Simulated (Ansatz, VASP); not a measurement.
## LiHF2: VASP beside Ansatz

File INCAR:

```
SYSTEM = LiHF2
PREC = Accurate ; ENCUT = 520
EDIFF = 1E-6 ; ISMEAR = 0
SIGMA = 0.05 ; LREAL = .False.
LASPH = .True. ; NELM = 60
ALGO = Normal ; ISIF = 2
LWAVE = .False. ; LCHARG = .False.
NBANDS = 17
```

File KPOINTS:

```
Automatic mesh
0
Gamma
  9 9 9
  0 0 0
```

POSCAR

```
LiHF2
1.0
    1.3995045156      0.8080043088      4.4594993651
   -1.3995045156      0.8080043088      4.4594993651
    0.0000000000     -1.6160086176      4.4594993651
Li H F
1 1 2
Direct
    0.0000000000      0.0000000000      0.0000000000
    0.5000000000      0.5000000000      0.5000000000
    0.4125119035      0.4125119035      0.4125119035
    0.5874880965      0.5874880965      0.5874880965
```

Input for Ansatz:

```yaml
crystal:
  lattice:
    - [1.3995045156, 0.8080043088, 4.4594993651]
    - [-1.3995045156, 0.8080043088, 4.4594993651]
    - [0.0, -1.6160086176, 4.4594993651]
  atoms:
    - { symbol: Li, position: [0.0, 0.0, 0.0] }
    - { symbol: H, position: [0.5, 0.5, 0.5] }
    - { symbol: F, position: [0.4125119035, 0.4125119035, 0.4125119035] }
    - { symbol: F, position: [0.5874880965, 0.5874880965, 0.5874880965] }
basis:
  ecutwfc: 420
kpoints:
  mp_grid: { grid: [9, 9, 9] }
hamiltonian:
  xc: lda
scf:
  occupations: { method: gaussian, width: 0.05 }
output:
  forces: true
  stress: true
  eigenvalues: true
```

Change from the starting cell: strain -0.030 along x and y, +0.030 along z, atoms carried along.

Alike in both runs: task single point; functional LDA; k mesh 9 × 9 × 9; occupations gaussian, width 0.05 eV; no spin polarisation.

|  | VASP | Ansatz |
| --- | --- | --- |
| version | VASP 6.6.1 | Ansatz 0.2.0 |
| potentials or method | VASP PAW LDA potentials, release 64 (Li_sv, H, F), cutoff 520 eV | scalar-relativistic, plane waves, PAW |
| valence electrons in the cell | 18 | 18 |

VASP gave:

* gap on the k mesh at the Fermi level (eV): 8.11
* least direct gap on the mesh (eV): 8.29
* rms of the force components (eV/Å): 0.289

Task: Which values does Ansatz return?

Result: gap on the k mesh at the Fermi level (eV): 8.15; least direct gap on the mesh (eV): 8.33; rms of the force components (eV/Å): 0.325.

LDA's correlation is that of Perdew and Zunger in VASP and of Perdew and Wang (1992) in Ansatz. Atom by atom the forces differ by 0.035 eV/Å (rms over components).

Noted on VASP's run: the cutoff is under 1.25 times that of the potentials, so the pressure is a little rough.
